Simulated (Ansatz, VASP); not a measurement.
# PtS2: VASP beside Ansatz

```xyz
3
Lattice="3.5766 0.0000 0.0000 -1.7883 3.0974 0.0000 0.0000 0.0000 6.6591" Properties=species:S:1:pos:R:3 pbc="T T T"
Pt    0.0000    0.0000    0.0000
S     0.0000    2.0649    1.2277
S     1.7883    1.0325    5.4314
```

Alike in both runs: functional PBE; k mesh 9 × 9 × 4; occupations gaussian, width 0.05 eV; no spin polarisation.

Ansatz relaxed the structure, and its values are those at the end. VASP's run is a single point on that final structure, the one shown.

|  | VASP | Ansatz |
| --- | --- | --- |
| version | VASP 6.6.1 | Ansatz 0.2.0 |
| potentials or method | VASP PAW PBE potentials, release 64 (Pt, S), cutoff 520 eV | scalar-relativistic, plane waves, PAW |
| valence electrons in the cell | 22 | 30 |

|  | VASP | Ansatz | Ansatz less VASP |
| --- | --- | --- | --- |
| gap on the k mesh at the Fermi level (eV) | 1.61 | 1.61 | -0.002 |
| least direct gap on the mesh (eV) | 1.62 | 1.61 | -0.003 |
| pressure (GPa) | -0.4 | 0.0 | +0.34 |
| rms of the force components (eV/Å) | 0.017 | 0.000 | -0.0168 |

VASP's potentials hold 22 valence electrons a cell and Ansatz's 30, so a difference there can come from the potentials and not from the codes. Ansatz's warnings: stress scf threshold loose.

Neither program's run includes spin-orbit coupling.
